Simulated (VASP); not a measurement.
Write the native input for VASP 6.6.1 that does the following.

| Quantity | Value |
| --- | --- |
| Task | single point |
| Functional | PBEsol |
| Potentials or basis | VASP PAW PBE potentials, release 64 (In_d, As) |
| Cutoff | 520 eV |
| k mesh | 16 × 16 × 16 |
| Occupations | gaussian, width 0.15 eV |
| Spin | no spin polarisation |
| Dipole correction | no |
| Further INCAR settings | ALGO = Normal; EDIFF = 1e-06; NBANDS = 16 |

The structure of InAs lies in POSCAR:

```
InAs
1.0
    0.0000000000      3.2851125443      2.5623877846
    3.2851125443      0.0000000000      2.5623877846
    3.2851125443      3.2851125443      0.0000000000
In As
1 1
Direct
    0.0000000000      0.0000000000      0.0000000000
    0.7500000000      0.7500000000      0.7500000000
```

This cell differs from its parent crystal: ratio of the length along z to the lengths across it x 0.78, volume and fractional coordinates fixed.

The input as run:

INCAR

```
ALGO     = Normal         # electronic algorithm
EDIFF    = 1E-6           # SCF threshold, eV
ENCUT    = 520            # plane-wave cutoff, eV
GGA      = PS             # functional
ISIF     = 2              # what is computed and relaxed
ISMEAR   = 0              # smearing method
LASPH    = T              # aspherical terms in the spheres
LCHARG   = F              # write CHGCAR
LREAL    = F              # projectors in reciprocal space
LWAVE    = F              # write WAVECAR
NBANDS   = 16             # bands
NELM     = 80             # most SCF steps
PREC     = Accurate       # precision mode
SIGMA    = 0.15           # smearing width, eV
```

KPOINTS

```
k-points
0
Gamma
  16 16 16
```

Potentials or basis: VASP PAW PBE potentials, release 64 (In_d, As).

Command:

```console
$ cat potpaw_PBE.64/In_d/POTCAR potpaw_PBE.64/As/POTCAR > POTCAR
$ mpirun -np 1 vasp_std > vasp.out
```

Results of the run:

- Pressure: -0.2 GPa
- Band gap on the k mesh: zero (bands 9 and 10 overlap by 0.02 eV)

Caveat: semilocal functionals underestimate gaps, so a narrow gap can read as zero; the PAW data sets were made with another functional, which shifts forces and pressure a little; spin-orbit coupling is left out, which moves the levels of the heavy elements.

Run time: 2.9 min on 1 thread of AMD EPYC 9R45 96-Core Processor (Zen 5), on a shared host, peak memory 0.41 GiB.
